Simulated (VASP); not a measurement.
Input of a VASP 6.6.1 run:

The input INCAR:

```
PREC = Accurate
ENCUT = 520
EDIFF = 1E-6
ISMEAR = 0
SIGMA = 0.15
LREAL = False
LASPH = True
NELM = 80
ALGO = Normal
ISIF = 2
LWAVE = False
LCHARG = False
GGA = PS
NBANDS = 11
```

The input KPOINTS:

```
regular mesh
0
Gamma
  30 30 30
```

Contents of POSCAR:

```
Pt
1.0
   -1.5604706012      1.5604706012      1.5604706012
    1.5604706012     -1.5604706012      1.5604706012
    1.5604706012      1.5604706012     -1.5604706012
Pt
1
Direct
    0.0000000000      0.0000000000      0.0000000000
```

Potentials or basis: VASP PAW PBE potentials, release 64 (Pt).

Launch:

```console
$ cat potpaw_PBE.64/Pt/POTCAR > POTCAR
$ mpirun -np 1 vasp_std > vasp.out
```

(1) Predict the band gap on the k mesh.

(2) What does it give for the pressure?

Results:

(1) zero (bands 5 and 6 overlap by 2.32 eV).

(2) -0.2 GPa.

Caveat: the PAW data sets were made with another functional, which shifts forces and pressure a little; spin-orbit coupling is left out, which moves the levels of the heavy elements.
